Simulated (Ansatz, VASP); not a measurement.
# Ga2Sb2CO in VASP and in Ansatz

The input INCAR:

```
  PREC = Accurate
  ENCUT = 520
  EDIFF = 1E-6
  ISMEAR = 0
  SIGMA = 0.1
  LREAL = False
  LASPH = True
  NELM = 100
  ALGO = Normal
  ISIF = 2
  LWAVE = False
  LCHARG = False
  LDIPOL = True
  IDIPOL = 3
  DIPOL = 0.5 0.5 0.348
  GGA = PE
  IVDW = 12
  NBANDS = 32
```

File KPOINTS:

```
Automatic mesh
0
Gamma
  6 6 1
```

The input POSCAR:

```
Ga2Sb2CO
1.0
    4.3343814647      0.0000000000      0.0000000000
   -2.1671907324      3.7536844581      0.0000000000
    0.0000000000      0.0000000000     23.6197422994
Sb Ga O C
2 2 1 1
Direct
    0.0000000000      0.0000000000      0.1693498578
    0.3333333333      0.6666666667      0.3259656336
    0.3333333333      0.6666666667      0.2068080104
    0.6666666667      0.3333333333      0.3585874135
    1.3333333333      0.5555555556      0.4898335533
    1.3333333333      0.5555555556      0.5385216375
```

Input for Ansatz:

```yaml
crystal:
  lattice:
    - [4.3343814647, 0.0, 0.0]
    - [-2.1671907324, 3.7536844581, 0.0]
    - [0.0, 0.0, 23.6197422994]
  atoms:
    - { symbol: Sb, position: [0.0, 0.0, 0.1693498578] }
    - { symbol: Ga, position: [0.3333333333, 0.6666666667, 0.2068080104] }
    - { symbol: Sb, position: [0.3333333333, 0.6666666667, 0.3259656336] }
    - { symbol: Ga, position: [0.6666666667, 0.3333333333, 0.3585874135] }
    - { symbol: O, position: [1.3333333333, 0.5555555556, 0.4898335533] }
    - { symbol: C, position: [1.3333333333, 0.5555555556, 0.5385216375] }
basis:
  ecutwfc: 420
kpoints:
  mp_grid: { grid: [6, 6, 1] }
hamiltonian:
  xc: pbe
  pseudopotentials: { kind: paw, azcp: { folder: soft_1 } }
  dispersion: d3bj
scf:
  occupations: { method: gaussian, width: 0.1 }
output:
  forces: true
  eigenvalues: true
  write_density: true
  write_potential: true
  elf: true
  volumetric_format: npy
efield:
  axis: 3
  dipole_correction: true
  ramp_width: 0.04
```

Alike in both runs: task single point; functional PBE; dispersion D3(BJ); k mesh 6 × 6 × 1; occupations gaussian, width 0.1 eV; no spin polarisation.

|  | VASP | Ansatz |
| --- | --- | --- |
| version | VASP 6.6.1 | Ansatz 0.2.0 |
| potentials or method | VASP PAW PBE potentials, release 64 (Sb, Ga_d, O, C), cutoff 520 eV | scalar-relativistic, plane waves, PAW |
| valence electrons in the cell | 46 | 66 |

|  | VASP | Ansatz | Ansatz less VASP |
| --- | --- | --- | --- |
| gap on the k mesh at the Fermi level (eV) | 0.02 | 0.02 | -0.003 |
| least direct gap on the mesh (eV) | 0.17 | 0.18 | +0.004 |
| rms of the force components (eV/Å) | 0.233 | 0.502 | +0.2691 |

One of these differences is far larger than is usual between the two programs; its cause wasn't traced. VASP's potentials hold 46 valence electrons a cell and Ansatz's 66, so a difference there can come from the potentials and not from the codes. Ansatz's warnings: xc potential rough in thin density.

Spin-orbit coupling is off throughout. Noted on VASP's run: the standard files for N, O and F lose accuracy on very short bonds.
